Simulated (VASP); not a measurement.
A run of VASP 6.6.1:

File POSCAR:

```
LaGaO3
1.0
    2.7653433434      1.5965733613      4.4501330420
   -2.7653433434      1.5965733613      4.4501330420
    0.0000000000     -3.1931418098      4.4501348046
Ga O La
2 6 2
Direct
    0.0000000000      0.0000000000      0.0000000000
    0.5000000000      0.5000000000      0.5000000000
    0.8110349075      0.6889650925      0.2500000000
    0.2500000000      0.8110349075      0.6889650925
    0.6889650925      0.2500000000      0.8110349075
    0.1889650925      0.3110349075      0.7500000000
    0.7500000000      0.1889650925      0.3110349075
    0.3110349075      0.7500000000      0.1889650925
    0.2500000000      0.2500000000      0.2500000000
    0.7500000000      0.7500000000      0.7500000000
```

File INCAR.step1:

```
PREC = Accurate ; ENCUT = 520
ISMEAR = -1 ; SIGMA = 0.1
LREAL = False ; LASPH = True
NELM = 80 ; NBANDS = 53
GGA = PE ; ALGO = Normal
EDIFF = 1E-4 ; LWAVE = True
LCHARG = False
```

INCAR.step2

```
PREC = Accurate ; ENCUT = 520
EDIFF = 1E-7 ; ISMEAR = -1
SIGMA = 0.1 ; LREAL = False
LASPH = True ; NELM = 80
ALGO = Normal ; ISIF = 2
LWAVE = False ; LCHARG = False
METAGGA = R2SCAN ; LMIXTAU = True
NBANDS = 53 ; ISTART = 1
```

Contents of KPOINTS:

```
regular mesh
0
Gamma
  5 5 5
```

Potentials or basis: VASP PAW PBE potentials, release 64 (Ga_d, O, La).

Launch:

```console
$ cat potpaw_PBE.64/Ga_d/POTCAR potpaw_PBE.64/O/POTCAR potpaw_PBE.64/La/POTCAR > POTCAR
$ cp INCAR.step1 INCAR
$ mpirun -np 1 vasp_std > vasp.out
$ cp INCAR.step2 INCAR
$ mpirun -np 1 vasp_std > vasp.out
```

Hardware: 1 thread of AMD EPYC 7R43 64-Core Processor (Zen 3), on a shared host.

Task: Estimate the wall time of this run.

Result: It took 19 min on 1 thread of AMD EPYC 7R43 64-Core Processor (Zen 3), with other jobs on the host, peak memory 0.31 GiB. Counts: k points 19.
